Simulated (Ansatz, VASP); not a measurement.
# Two plane-wave programs on Ta2N

The input POSCAR:

```
Ta2N
1.0
    3.1128615060      0.0000000000      0.0000000000
   -1.5564307530      2.6958171426      0.0000000000
    0.0000000000      0.0000000000      4.8698410000
Ta N
2 1
Direct
    0.3333333333      0.6666666667      0.2547110000
    0.6666666667      0.3333333333      0.7452890000
    0.0000000000      0.0000000000      0.0000000000
```

File INCAR.step1:

```
SYSTEM = Ta2N
  PREC = Accurate
  ENCUT = 520
  ISMEAR = -1
  SIGMA = 0.05
  LREAL = .False.
  LASPH = .True.
  NELM = 150
  LMAXMIX = 4
  LDAU = .True.
  LDAUTYPE = 2
  LDAUL = 2 -1
  LDAUU = 2 0
  LDAUJ = 0 0
  NBANDS = 20
  GGA = PE
  ALGO = Normal
  EDIFF = 1E-4
  LWAVE = .True.
  LCHARG = .False.
```

File INCAR.step2:

```
SYSTEM = Ta2N
  PREC = Accurate
  ENCUT = 520
  EDIFF = 1E-6
  ISMEAR = -1
  SIGMA = 0.05
  LREAL = .False.
  LASPH = .True.
  NELM = 150
  ALGO = Normal
  ISIF = 2
  LWAVE = .False.
  LCHARG = .False.
  LMAXMIX = 4
  LDAU = .True.
  LDAUTYPE = 2
  LDAUL = 2 -1
  LDAUU = 2 0
  LDAUJ = 0 0
  LDAUPRINT = 1
  METAGGA = R2SCAN
  LMIXTAU = .True.
  NBANDS = 20
  ISTART = 1
```

File KPOINTS:

```
Automatic mesh
0
Gamma
  10 10 6
  0 0 0
```

The input input.yaml:

```yaml
crystal:
  lattice:
    - [3.112861506, 0.0, 0.0]
    - [-1.556430753, 2.6958171426, 0.0]
    - [0.0, 0.0, 4.869841]
  atoms:
    - { symbol: Ta, position: [0.3333333333, 0.6666666667, 0.254711] }
    - { symbol: Ta, position: [0.6666666667, 0.3333333333, 0.745289] }
    - { symbol: "N", position: [0.0, 0.0, 0.0] }
hamiltonian:
  xc: r2scan
  pseudopotentials: { kind: paw }
  hubbard: { sites: [{ species: Ta, l: d, u_eff: 2.0 }] }
kpoints:
  mp_grid: { grid: [10, 10, 6] }
  band_path:
    path:
      - [[0.0, 0.0, 0.0], [0.5, 0.0, 0.0], [0.3333333333, 0.3333333333, 0.0], [0.0, 0.0, 0.0], [0.0, 0.0, 0.5], [0.5, 0.0, 0.5], [0.3333333333, 0.3333333333, 0.5], [0.0, 0.0, 0.5]]
      - [[0.5, 0.0, 0.5], [0.5, 0.0, 0.0]]
      - [[0.3333333333, 0.3333333333, 0.0], [0.3333333333, 0.3333333333, 0.5]]
    npoints: 14
scf:
  occupations: { method: fermi_dirac, width: 0.05 }
  n_extra_bands: 7
output:
  forces: true
  stress: true
  eigenvalues: true
  fatbands: false
```

Alike in both runs: functional r2SCAN; k mesh 10 × 10 × 6; occupations fermi-dirac, width 0.05 eV; no spin polarisation; Hubbard terms Ta d U = 2.0 eV.

|  | VASP | Ansatz |
| --- | --- | --- |
| version | VASP 6.6.1 | Ansatz 0.2.0 |
| potentials or method | VASP PAW PBE potentials, release 64 (Ta_pv, N) | Ansatz PAW |
| plane-wave cutoff (eV) | 520 | 500 |
| valence electrons in the cell | 27 | 31 |
| task | single point | band structure |

```csv
,VASP,Ansatz,Ansatz less VASP
gap on the k mesh at the Fermi level (eV),none,none,-
pressure (GPa),1.3,-4.0,-5.26
"traceless stress, the component that is largest in VASP (GPa)",2.94,3.01,+0.071
rms of the force components (eV/Å),0.194,0.084,-0.1097
```

VASP's potentials were made for PBE, not for r2SCAN. The programs project onto different local orbitals, so the same U acts differently, and such runs can settle in different states. Atom by atom the forces differ by 0.110 eV/Å (rms over components). A gap of «none» marks a metal or a gap that the smearing closes. VASP's potentials hold 27 valence electrons a cell and Ansatz's 31, so a difference there can come from the potentials and not from the codes.

Neither program's run includes spin-orbit coupling.
